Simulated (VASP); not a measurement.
# Zn3Bi2: single point with PBE

The system is Zn3Bi2.

```
CELL_PARAMETERS angstrom
5.34565 0.00000 0.00000
0.00000 5.34565 0.00000
0.00000 0.00000 5.34565
ATOMIC_POSITIONS crystal
Zn 0.50000 0.00000 0.00000
Zn 0.00000 0.50000 0.00000
Zn 0.00000 0.00000 0.50000
Bi 0.50000 0.50000 0.50000
Bi 0.00000 0.00000 0.00000
```

- Program: VASP 6.6.1
- Task: single point
- Functional: PBE
- Potentials or basis: VASP PAW PBE potentials, release 64 (Zn, Bi_d)
- Cutoff: 520 eV
- k mesh: 8 × 8 × 8
- Occupations: gaussian, width 0.1 eV
- Spin: no spin polarisation

* Pressure: 0.0 GPa
* Band gap on the k mesh: zero (band 33 reaches 2.94 eV, above the bottom of band 34 at 2.33 eV)

Levels at points of the mesh, in eV from the Fermi level:
| k point | band 29 | band 30 | band 31 | band 32 | band 33 | band 34 | band 35 | band 36 | band 37 | band 38 |
| --- | --- | --- | --- | --- | --- | --- | --- | --- | --- | --- |
| (0.00, 0.00, 0.00) | -3.10 | -3.10 | -1.69 | -1.69 | -1.15 | 0.23 | 0.23 | 0.23 | 4.09 | 4.09 |
| (0.50, 0.00, 0.00) | -2.66 | -2.58 | -2.58 | -1.48 | -0.37 | -0.37 | 2.12 | 2.36 | 3.60 | 3.95 |
| (0.50, 0.50, 0.00) | -4.89 | -2.25 | -1.51 | -0.05 | -0.05 | 0.19 | 0.68 | 2.40 | 2.40 | 4.08 |
| (0.50, 0.50, 0.50) | -4.37 | -4.37 | -1.92 | -1.92 | -1.92 | 4.50 | 4.50 | 4.50 | 4.74 | 4.74 |

Wall time 3.8 min on 1 thread of Oxide Virtual Turin-like Processor, with other jobs on the host, peak memory 0.32 GiB.

Caveat: spin-orbit coupling is left out, which moves the levels of the heavy elements.
